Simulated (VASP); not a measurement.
# Rh16Se in VASP: further runs

Rh16Se is run at these levels: PBE+D3(BJ); tasks: single point.

Everything below comes from runs of VASP 6.6.1. Logs are shortened: lines on timing, memory, paths and dates and some standing lists are left out, and cuts for length are marked.

## 1. The cell of the first run

The cell holds a slab with vacuum, 17 atoms: a = 7.600 Å, b = 5.374 Å, c = 17.031 Å, α = 90.00°, β = 90.00°, γ = 90.00°.

## 2. Single point, PBE+D3(BJ)

INCAR reads:

```
SYSTEM = Rh16Se
PREC = Accurate
ENCUT = 400
EDIFF = 1E-6
ISMEAR = 0
SIGMA = 0.05
LREAL = .FALSE.
LASPH = .TRUE.
NELM = 120
ALGO = Normal
ISIF = 2
LWAVE = .FALSE.
LCHARG = .TRUE.
GGA = PE
IVDW = 12
LELF = .TRUE.
LVHAR = .TRUE.
NBANDS = 137
GGA_COMPAT = .FALSE.
NELMDL = -8
```

KPOINTS reads:

```
Automatic mesh
0
G
  2 3 1
  0 0 0
```

POSCAR reads:

```
Rh16Se
1.0
    7.6000000000      0.0000000000      0.0000000000
    0.0000000000      5.3740120000      0.0000000000
    0.0000000000      0.0000000000     17.0305090000
Rh Se
16 1
Direct
    0.2500000000      0.2500000000      0.0587182098
    0.7500000000      0.2500000000      0.0587182098
    0.2500000000      0.7500000000      0.0587182098
    0.7500000000      0.7500000000      0.0587182098
    0.0005751316      0.0029013705      0.1283965147
    0.4994305263      0.0029004401      0.1284301602
    0.0016910526      0.5023870434      0.1308405404
    0.4983011842      0.5023861130      0.1308121795
    0.2500017105      0.2538193067      0.2169558174
    0.7499957895      0.2562720366      0.2105942341
    0.2500078947      0.7518946738      0.2095488162
    0.7500001316      0.7559787734      0.2135675452
   -0.0064398684      0.0102098767      0.2870718074
    0.5064156579      0.0101788012      0.2870860759
   -0.0057052632      0.5049754262      0.2871883630
    0.5057265789      0.5049432342      0.2871739770
    0.2499538158      0.8128777904      0.3528123558
```

Potentials or basis: VASP PAW PBE potentials, release 64 (Rh_pv, Se).

Command:

```
$ cat potpaw_PBE.64/Rh_pv/POTCAR potpaw_PBE.64/Se/POTCAR > POTCAR
$ mpirun -np 1 vasp_std > vasp.out
```

OUTCAR:

```text
SYSTEM = Rh16Se
   PREC = Accurate
   ENCUT = 400
   EDIFF = 1E-6
   ISMEAR = 0
   LREAL = .FALSE.
   LASPH = .TRUE.
   NELM = 120
   ISIF = 2
   GGA = PE
   IVDW = 12
   NELMDL = -8
 IVDW          = 12

 ion  position               nearest neighbor table
   1  0.250  0.250  0.059-   5 2.60   6 2.60   8 2.63   7 2.63   3 2.69   3 2.69   9 2.69
   2  0.750  0.250  0.059-  10 2.59   5 2.61   6 2.61   8 2.65   7 2.65   4 2.69   4 2.69
   3  0.250  0.750  0.059-  11 2.57   8 2.62   7 2.62   5 2.62   6 2.62   1 2.69   1 2.69
   4  0.750  0.750  0.059-   5 2.62   6 2.62   8 2.63   7 2.63  12 2.64   2 2.69   2 2.69
   5  0.001  0.003  0.128-   1 2.60   2 2.61   3 2.62   4 2.62   7 2.68   7 2.69  13 2.70  11 2.71
                            10 2.73  12 2.74   9 2.77
   6  0.499  0.003  0.128-   1 2.60   2 2.61   3 2.62   4 2.62   8 2.68   8 2.69  14 2.70  11 2.71
                            10 2.73  12 2.74   9 2.77
   7  0.002  0.502  0.131-   3 2.62   1 2.63   4 2.63   2 2.65  15 2.66  11 2.68   5 2.68   5 2.69
                            10 2.69   9 2.74  12 2.74
   8  0.498  0.502  0.131-   3 2.62   1 2.63   4 2.63   2 2.65  16 2.66  11 2.68   6 2.68   6 2.69
                            10 2.69   9 2.74  12 2.74
   9  0.250  0.254  0.217-  13 2.63  14 2.63  16 2.65  15 2.65  11 2.68   1 2.69  11 2.70   7 2.74
                             8 2.74   6 2.77   5 2.77
  10  0.750  0.256  0.211-   2 2.59  13 2.62  14 2.62  16 2.63  15 2.63  12 2.69  12 2.69   7 2.69
                             8 2.69   6 2.73   5 2.73
  11  0.250  0.752  0.210-  17 2.46   3 2.57   7 2.68   8 2.68   9 2.68  16 2.70  15 2.70   9 2.70
                             6 2.71   5 2.71  14 2.73  13 2.73
  12  0.750  0.756  0.214-  16 2.61  15 2.62  13 2.62  14 2.62   4 2.64  10 2.69  10 2.69   6 2.74
                             5 2.74   7 2.74   8 2.74
  13  0.994  0.010  0.287-  17 2.48  12 2.62  10 2.62   9 2.63  15 2.66   5 2.70  15 2.72  11 2.73

  14  0.506  0.010  0.287-  17 2.49  12 2.62  10 2.62   9 2.63  16 2.66   6 2.70  16 2.72  11 2.73

  15  0.994  0.505  0.287-  12 2.62  10 2.63   9 2.65  13 2.66   7 2.66  11 2.70  13 2.72  17 2.79

  16  0.506  0.505  0.287-  12 2.61  10 2.63   9 2.65  14 2.66   8 2.66  11 2.70  14 2.72  17 2.79

  17  0.250  0.813  0.353-  11 2.46  13 2.48  14 2.49  15 2.79  16 2.79

  LATTYP: Found a simple orthorhombic cell.
 ALAT       =     5.3740120000
 B/A-ratio  =     1.4142134405
 C/A-ratio  =     3.1690493062

  Lattice vectors:

 A1 = (   0.0000000000,  -5.3740120000,   0.0000000000)
 A2 = (   7.6000000000,   0.0000000000,   0.0000000000)
 A3 = (   0.0000000000,   0.0000000000,  17.0305090000)

Analysis of symmetry for initial positions (statically):
=====================================================================
 Subroutine PRICEL returns:
 Original cell was already a primitive cell.

 Routine SETGRP: Setting up the symmetry group for a
 simple orthorhombic supercell.

 Subroutine GETGRP returns: Found  1 space group operations
 (whereof  1 operations were pure point group operations)
 out of a pool of  8 trial point group operations.

The static configuration has the point symmetry C_1 .

Analysis of symmetry for dynamics (positions and initial velocities):
=====================================================================
 Subroutine PRICEL returns:
 Original cell was already a primitive cell.

 Routine SETGRP: Setting up the symmetry group for a
 simple orthorhombic supercell.

 Subroutine GETGRP returns: Found  1 space group operations
 (whereof  1 operations were pure point group operations)
 out of a pool of  8 trial point group operations.

The dynamic configuration has the point symmetry C_1 .

 Subroutine INISYM returns: Found  1 space group operations
 (whereof  1 operations are pure point group operations),
 and found     1 'primitive' translations

----------------------------------------------------------------------------------------

                                     Primitive cell

  volume of cell :     695.5684

  direct lattice vectors                    reciprocal lattice vectors
     7.600000000  0.000000000  0.000000000     0.131578947  0.000000000  0.000000000
     0.000000000  5.374012000  0.000000000     0.000000000  0.186080716  0.000000000
     0.000000000  0.000000000 17.030509000     0.000000000  0.000000000  0.058718151

  length of vectors
     7.600000000  5.374012000 17.030509000     0.131578947  0.186080716  0.058718151

  position of ions in fractional coordinates (direct lattice)
     0.250000000  0.250000000  0.058718210
     0.750000000  0.250000000  0.058718210
     0.250000000  0.750000000  0.058718210
     0.750000000  0.750000000  0.058718210
     0.000575132  0.002901370  0.128396515
     0.499430526  0.002900440  0.128430160
[... 9 lines left out ...]
     0.505726579  0.504943234  0.287173977
     0.249953816  0.812877790  0.352812356

  ion indices of the primitive-cell ions
   primitive index   ion index
                 1           1
                 2           2
                 3           3
                 4           4
                 5           5
                 6           6
[... 9 lines left out ...]
                16          16
                17          17

----------------------------------------------------------------------------------------

 KPOINTS: Automatic mesh

Automatic generation of k-mesh.
 Grid dimensions read from file:
 generate k-points for:    2    3    1

 Generating k-lattice:

  Cartesian coordinates                     Fractional coordinates (reciprocal lattice)
     0.065789474  0.000000000  0.000000000     0.500000000  0.000000000  0.000000000
     0.000000000  0.062026905  0.000000000     0.000000000  0.333333333  0.000000000
     0.000000000  0.000000000  0.058718151     0.000000000  0.000000000  1.000000000

  Length of vectors
     0.065789474  0.062026905  0.058718151

  Shift w.r.t. Gamma in fractional coordinates (k-lattice)
     0.000000000  0.000000000  0.000000000

 Subroutine IBZKPT returns following result:
 ===========================================

 Found      4 irreducible k-points:

 Following reciprocal coordinates:
            Coordinates               Weight
  0.000000  0.000000  0.000000      1.000000
  0.500000  0.000000  0.000000      1.000000
  0.000000  0.333333  0.000000      2.000000
  0.500000  0.333333  0.000000      2.000000
   k-points           NKPTS =      4   k-points in BZ     NKDIM =      4   number of bands    NBANDS=    137
   number of dos      NEDOS =    301   number of ions     NIONS =     17
   total plane-waves  NPLWV = 201600
   dimension x,y,z NGX =    50 NGY =   36 NGZ =  112
   dimension x,y,z NGXF=   100 NGYF=   72 NGZF=  224
   ions per type =              16   1
   NGX,Y,Z   is equivalent  to a cutoff of  10.94, 11.14, 10.93 a.u.
   NGXF,Y,Z  is equivalent  to a cutoff of  21.87, 22.27, 21.87 a.u.
 SYSTEM =  Rh16Se
   PREC   = accura    normal or accurate (medium, high low for compatibility)
   ISTART =      0    job   : 0-new  1-cont  2-samecut
   ICHARG =      2    charge: 1-file 2-atom 10-const
   ISPIN  =      1    spin polarized calculation?
   LNONCOLLINEAR =      F non collinear calculations
   LSORBIT =      F    spin-orbit coupling
   LASPH  =      T    aspherical Exc in radial PAW
   ENCUT  =  400.0 eV  29.40 Ry    5.42 a.u.  12.39  8.76 27.77*2*pi/ulx,y,z
   NELM   =    120;   NELMIN=  2; NELMDL= -8     # of ELM steps
   EDIFF  = 0.1E-05   stopping-criterion for ELM
   LREAL  =      F    real-space projection
   EDIFFG = 0.1E-04   stopping-criterion for IOM
   NSW    =      0    number of steps for IOM
   IBRION =     -1    ionic relax: 0-MD 1-quasi-New 2-CG
   NFREE  =      0    steps in history (QN), initial steepest desc. (CG)
   ISIF   =      2    stress and relaxation
   ISYM   =      2    0-nonsym 1-usesym 2-fastsym
   POTIM  = 0.5000    time-step for ionic-motion
   TEBEG  =    0.0;   TEEND  =   0.0 temperature during run
   PSTRESS=    0.0 pullay stress
   NELECT =     246.0000    total number of electrons
   NUPDOWN=      -1.0000    fix difference up-down
   EMIN   =  10.00;   EMAX   =-10.00  energy-range for DOS
   EFERMI =   0.00;   METHOD = LEGACY
   ISMEAR =     0;   SIGMA  =   0.05  broadening in eV -4-tet -1-fermi 0-gaus
   EFERMI_NEDOS =   21; number of points for ismear=-14 and -15
   IALGO  =     38    algorithm
   IMIX   =      4    mixing-type and parameters
     AMIX     =   0.40;   BMIX     =  1.00
     AMIX_MAG =   1.60;   BMIX_MAG =  1.00
  volume/ion in A,a.u.               =      40.92       276.11
  Fermi-wavevector in a.u.,A,eV,Ry     =   1.157728  2.187789 18.236357  1.340334
  Thomas-Fermi vector in A             =   2.294337
   LORBIT       =      0    0 simple, 1 ext, 2 COOP (PROOUT), +10 PAW based schemes
   GGA     = PE    functional components
   LHFCALC =     F    Hartree Fock is set to
   AEXX    =    0.0000 exact exchange contribution
   IVDW    =    12    specifies the selected vdW correction
   LEPSILON=     F    determine dielectric tensor
   LRPA    =     F    only Hartree local field effects (RPA)
 non-spin polarized calculation
 Gauss-broadening in eV      SIGMA  =   0.05
  energy-cutoff  :      400.00
  volume of cell :      695.57
 maximum number of plane-waves:     12675
 NGX is ok and might be reduce to    50
   NGX = 25   NGY = 17   NGZ = 55

 number of electron     245.9999935 magnetization

 Free energy of the ion-electron system (eV)
  ---------------------------------------------------
  ext. energy  EPLUGINS =         0.00000000
  ---------------------------------------------------
  free energy    TOTEN  =      -109.13182749 eV

  energy without entropy =     -109.07070642  energy(sigma->0) =     -109.10126695

 E-fermi :   0.8069     XC(G=0):  -5.8669

 val. band max:        0.8033910030   @ k =   0.0000   0.3333   0.0000
 cond. band min:       0.8179976455   @ k =   0.5000   0.0000   0.0000
 fundamental gap:      0.0146066425
 Fermi energy:         0.8068733739

 k-point     1 :       0.0000    0.0000    0.0000
  band No.  band energies     occupation
      1     -46.1755      2.00000
      2     -46.1623      2.00000
      3     -46.1524      2.00000
      4     -46.0840      2.00000
      5     -46.0793      2.00000
      6     -46.0501      2.00000
[... 541 lines left out ...]
    134       1.2841      0.00000
    135       1.3504      0.00000
 [bands above 135 left out]

------------------------ aborting loop because EDIFF is reached ----------------------------------------

 Edisp (eV)   -6.67029

 E8    (eV) :    -3.1334

  FORCE on cell =-STRESS in cart. coord.  units (eV):
  Direction    XX          YY          ZZ          XY          YZ          ZX
  --------------------------------------------------------------------------------------
  -------------------------------------------------------------------------------------
  Total     -13.80689   -12.75934    -2.08311    -0.00307    -1.65163     0.00075
  in kB     -31.80290   -29.38995    -4.79825    -0.00706    -3.80438     0.00172
  external pressure =      -22.00 kB  Pullay stress =        0.00 kB

 VOLUME and BASIS-vectors are now :
 -----------------------------------------------------------------------------
  energy-cutoff  :      400.00
  volume of cell :      695.57
      direct lattice vectors                 reciprocal lattice vectors
     7.600000000  0.000000000  0.000000000     0.131578947  0.000000000  0.000000000
     0.000000000  5.374012000  0.000000000     0.000000000  0.186080716  0.000000000
     0.000000000  0.000000000 17.030509000     0.000000000  0.000000000  0.058718151

 POSITION                                       TOTAL-FORCE (eV/Angst)
 -----------------------------------------------------------------------------------
      1.90000      1.34350      1.00000         0.000057      0.042220      0.299704
      5.70000      1.34350      1.00000        -0.000138      0.081006     -0.017402
      1.90000      4.03051      1.00000         0.000016      0.124415     -0.488651
      5.70000      4.03051      1.00000         0.000075      0.065723      0.242893
      0.00437      0.01559      2.18666        -0.018937      0.003165      0.008840
      3.79567      0.01559      2.18723         0.018671      0.003318      0.007544
[... 9 lines left out ...]
      3.84352      2.71357      4.89072        -0.066274     -0.000696      0.000972
      1.89965      4.36842      6.00857         0.000353     -0.355614      0.029062
 -----------------------------------------------------------------------------------
    total drift:                               -0.000004      0.006365      0.000815

  FREE ENERGIE OF THE ION-ELECTRON SYSTEM (eV)
  ---------------------------------------------------
  free  energy   TOTEN  =      -115.8021172656 eV

  energy  without entropy=     -115.7409961951  energy(sigma->0) =     -115.77155673
```

Wall time 17 min (1 thread of Intel Xeon Platinum 8375C at 2.90GHz (Ice Lake), shared host); peak memory 0.57 GiB.

What came out:

| Property | Result |
| --- | --- |
| Free energy | -115.8021 eV |
| Largest force | 0.504 eV/Å |
| Band gap on the k mesh | zero (bands 123 and 124 overlap by 0.34 eV) |
| Dispersion energy per atom | -0.392 eV |

Forces in eV/Å, atoms in the order of the input:
```
Rh   0.000  0.042  0.300
Rh   0.000  0.081 -0.017
Rh   0.000  0.124 -0.489
Rh   0.000  0.066  0.243
Rh  -0.019  0.003  0.009
Rh   0.019  0.003  0.008
Rh  -0.032 -0.002 -0.038
Rh   0.032 -0.002 -0.037
Rh   0.000  0.013 -0.008
Rh   0.000  0.001  0.060
Rh   0.000  0.015 -0.089
Rh   0.000 -0.002  0.059
Rh   0.063  0.008 -0.016
Rh  -0.063  0.008 -0.015
Rh   0.066 -0.001  0.001
Rh  -0.066 -0.001  0.001
Se   0.000 -0.356  0.029
```

Caveat: the k points lie up to 0.41 Å⁻¹ apart.

## 3. Single point, PBE+D3(BJ)

INCAR reads:

```
ALGO     = Normal         # electronic algorithm
EDIFF    = 1E-6           # SCF threshold, eV
ENCUT    = 400            # plane-wave cutoff, eV
GGA      = PE             # functional
GGA_COMPAT= F            
ISIF     = 2              # what is computed and relaxed
ISMEAR   = 0              # smearing method
IVDW     = 12             # dispersion correction
LASPH    = T              # aspherical terms in the spheres
LCHARG   = F              # write CHGCAR
LREAL    = F              # projectors in reciprocal space
LWAVE    = F              # write WAVECAR
NBANDS   = 137            # bands
NELM     = 120            # most SCF steps
NELMDL   = -8           
PREC     = Accurate       # precision mode
SIGMA    = 0.05           # smearing width, eV
```

KPOINTS reads:

```
k-points
0
Gamma
  2 3 1
```

POSCAR reads:

```
Rh16Se
1.0
    7.6000000000      0.0000000000      0.0000000000
    0.0000000000      5.3740120000      0.0000000000
    0.0000000000      0.0000000000     17.0305090000
Rh Se
16 1
Direct
    0.2500000000      0.2500000000      0.0587182098
    0.7500000000      0.2500000000      0.0587182098
    0.2500000000      0.7500000000      0.0587182098
    0.7500000000      0.7500000000      0.0587182098
    0.0027322368      0.0023360573      0.1279485540
    0.4972698684      0.0023345687      0.1279669915
    0.0054859211      0.5029607303      0.1329467017
    0.4945126316      0.5029573808      0.1329307304
    0.2500006579      0.2518401522      0.2171661458
    0.7499969737      0.2563152073      0.2075558047
    0.2500084211      0.7490344272      0.2138262573
    0.7499975000      0.7563077641      0.2101840879
   -0.0153790789      0.0098470193      0.2878878723
    0.5153675000      0.0098393900      0.2878950359
   -0.0140973684      0.5047002128      0.2871119119
    0.5140940789      0.5046896062      0.2870959406
    0.2499865789      0.8745002802      0.3525016193
```

Potentials or basis: VASP PAW PBE potentials, release 64 (Rh_pv, Se).

Command:

```
$ cat potpaw_PBE.64/Rh_pv/POTCAR potpaw_PBE.64/Se/POTCAR > POTCAR
$ mpirun -np 1 vasp_std > vasp.out
```

It took 17 min on 1 thread of Intel Xeon Platinum 8375C at 2.90GHz (Ice Lake), shared host; peak memory 0.57 GiB.

It converged, with:

```
Free energy                : -115.6165 eV
Largest force              : 0.485 eV/Å
Band gap on the k mesh     : zero (bands 123 and 124 overlap by 0.33 eV)
Dispersion energy per atom : -0.392 eV
```

Forces in eV/Å, atoms in the order of the input:
```
Rh   0.000  0.015  0.247
Rh   0.000  0.084 -0.110
Rh   0.000  0.174 -0.152
Rh   0.000  0.012  0.007
Rh  -0.019  0.010  0.007
Rh   0.019  0.010  0.006
Rh  -0.028  0.012 -0.030
Rh   0.028  0.012 -0.030
Rh   0.000  0.009 -0.029
Rh   0.000  0.013  0.056
Rh  -0.001  0.009 -0.091
Rh   0.000  0.017  0.063
Rh   0.107  0.034 -0.025
Rh  -0.106  0.034 -0.024
Rh   0.064  0.013  0.000
Rh  -0.064  0.013  0.002
Se   0.000 -0.473  0.103
```

Levels at points of the mesh, in eV from the Fermi level:
| k point | band 121 | band 122 | band 123 | band 124 | band 125 | band 126 |
| --- | --- | --- | --- | --- | --- | --- |
| (0.00, 0.00, 0.00) | 0.19 | 0.21 | 0.24 | 0.30 | 0.31 | 0.49 |
| (0.50, 0.00, 0.00) | -0.08 | -0.01 | 0.00 | 0.04 | 0.06 | 0.25 |

Caveat: the k points lie up to 0.41 Å⁻¹ apart.
